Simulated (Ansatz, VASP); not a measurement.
# As: VASP beside Ansatz

Contents of INCAR:

```
SYSTEM = As
ALGO = Normal
EDIFF = 1E-7
EDIFFG = -0.005
ENCUT = 500
GGA_COMPAT = .False.
IBRION = 2
ISIF = 3
ISMEAR = -1
LASPH = .True.
LCHARG = .False.
LREAL = .False.
LWAVE = .False.
NELM = 120
NELMIN = 4
NSW = 60
PREC = Accurate
SIGMA = 0.08
```

The input KPOINTS:

```
k-points
0
Gamma
  18 18 18
  0 0 0
```

File POSCAR:

```
As
1.0
   -1.6809877034      1.6809877034      1.6809877034
    1.6809877034     -1.6809877034      1.6809877034
    1.6809877034      1.6809877034     -1.6809877034
As
1
Direct
    0.0000000000      0.0000000000      0.0000000000
```

Input for Ansatz:

```yaml
crystal:
  lattice:
    - [-1.6809877034, 1.6809877034, 1.6809877034]
    - [1.6809877034, -1.6809877034, 1.6809877034]
    - [1.6809877034, 1.6809877034, -1.6809877034]
  atoms:
    - { symbol: As, position: [0.0, 0.0, 0.0] }
kpoints:
  mp_grid: { grid: [18, 18, 18] }
scf:
  occupations: { method: fermi_dirac, width: 0.08 }
hamiltonian:
  xc: lda
  pseudopotentials: { kind: paw }
output:
  forces: true
  stress: true
  write_density: true
  write_potential: true
  elf: true
  volumetric_format: npy
relax:
  f_tol: 0.005
  max_steps: 40
  cell: {}
```

Alike in both runs: task relaxation of cell and atoms; functional LDA; k mesh 18 × 18 × 18; occupations fermi-dirac, width 0.08 eV; no spin polarisation.

```csv
,VASP,Ansatz
version,VASP 6.6.1,Ansatz 0.2.0
potentials or method,"VASP PAW LDA potentials, release 64 (As)","PAW with Ansatz's default frozen-core files, scalar-relativistic"
plane-wave cutoff (eV),500,420
valence electrons in the cell,5,15
```

```csv
,VASP,Ansatz,Ansatz less VASP
relaxed volume (Å³/atom),17.92,17.87,-0.055
relaxed length of the cell vector where the two differ most in proportion (Å),2.856,2.853,-0.0029
```

LDA's correlation is that of Perdew and Zunger in VASP and of Perdew and Wang (1992) in Ansatz. VASP's potentials hold 5 valence electrons a cell and Ansatz's 15, so a difference there can come from the potentials and not from the codes.
